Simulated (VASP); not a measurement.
**Ge: single point with PBEsol**

Crystal: Ge.

```
Ge
1.0
     1.39715   -2.57451    0.00000
     1.39715    2.57451    0.00000
     0.00000    0.00000    2.69823
Ge
1
Direct
  0.50000 0.50000 0.00000
```

This cell differs from its parent crystal: strain -0.0100 x Voigt [0, 1, 0, 0, 0, 0].

| Quantity | Value |
| --- | --- |
| Program | VASP 6.6.1 |
| Task | single point |
| Functional | PBEsol |
| Potentials or basis | VASP PAW PBE potentials, release 64 (Ge_d) |
| Cutoff | 520 eV |
| k mesh | 20 × 20 × 18 |
| Occupations | gaussian, width 0.15 eV |
| Spin | no spin polarisation |

| Property | Result |
| --- | --- |
| Pressure | -3.6 GPa |
| Band gap on the k mesh | zero (bands 7 and 8 overlap by 9.66 eV) |

Stress tensor (GPa, compression positive):
```
-2.75  0.00  0.00
 0.00 -3.91  0.00
 0.00  0.00 -4.25
```

Levels at points of the mesh, in eV from the Fermi level:
```csv
k point,band 4,band 5,band 6,band 7,band 8,band 9,band 10,band 11
"(0.00, 0.00, 0.00)",-24.46,-24.45,-12.97,6.56,7.39,8.68,10.13,12.77
"(0.50, 0.00, 0.00)",-24.47,-24.47,-7.85,-5.38,3.56,7.58,10.48,16.34
"(0.50, 0.50, 0.00)",-24.48,-24.46,-8.60,-5.58,5.11,9.05,9.90,15.83
"(0.00, 0.00, 0.50)",-24.52,-24.49,-9.20,-5.78,10.21,11.50,16.26,16.31
"(0.50, 0.00, 0.50)",-24.47,-24.38,-3.70,-2.33,-1.64,3.55,6.43,11.76
"(0.50, 0.50, 0.50)",-24.47,-24.39,-4.54,-2.47,-2.21,3.21,7.99,13.34
```

It took 49 s on 1 thread of Intel(R) Xeon(R) 6975P-C (Granite Rapids), on a shared host, peak memory 0.35 GiB.

Caveat: the cell differs from its parent crystal (strain -0.0100 x Voigt [0, 1, 0, 0, 0, 0]); the cell stands under tension; the PAW data sets were made with another functional, which shifts forces and pressure a little.
